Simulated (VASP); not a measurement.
Here is a VASP 6.6.1 calculation.

File INCAR:

```
SYSTEM = MgO
  PREC = Accurate
  ENCUT = 520
  EDIFF = 1E-6
  ISMEAR = -1
  SIGMA = 0.02
  LREAL = .False.
  LASPH = .True.
  NELM = 100
  ALGO = Normal
  ISIF = 2
  LWAVE = .False.
  LCHARG = .False.
  LDIPOL = .True.
  IDIPOL = 3
  DIPOL = 0.5 0.5 0.500
  GGA = PE
  IBRION = 2
  NSW = 60
  EDIFFG = -0.01
```

Contents of KPOINTS:

```
regular mesh
0
Gamma
  10 10 1
  0 0 0
```

The input POSCAR:

```
MgO
1.0
    3.0079491106      0.0000000000      0.0000000000
    0.0000000000      3.0079491106      0.0000000000
    0.0000000000      0.0000000000     18.1269000000
Mg O
2 2
Direct
    0.0000000000      0.0000000000      0.4413319097
    0.5000000000      0.5000000000      0.5586680903
    0.5000000000      0.5000000000      0.4413319097
    0.0000000000      0.0000000000      0.5586680903
```

Potentials or basis: VASP PAW PBE potentials, release 64 (Mg, O).

The run is started by

```console
$ cat potpaw_PBE.64/Mg/POTCAR potpaw_PBE.64/O/POTCAR > POTCAR
$ mpirun -np 1 vasp_std > vasp.out
```

(1) What does it give for the energy gained by relaxing?

(2) Predict the band gap on the k mesh.

Answers

(1) 7.1 meV/atom.

(2) 3.29 eV.
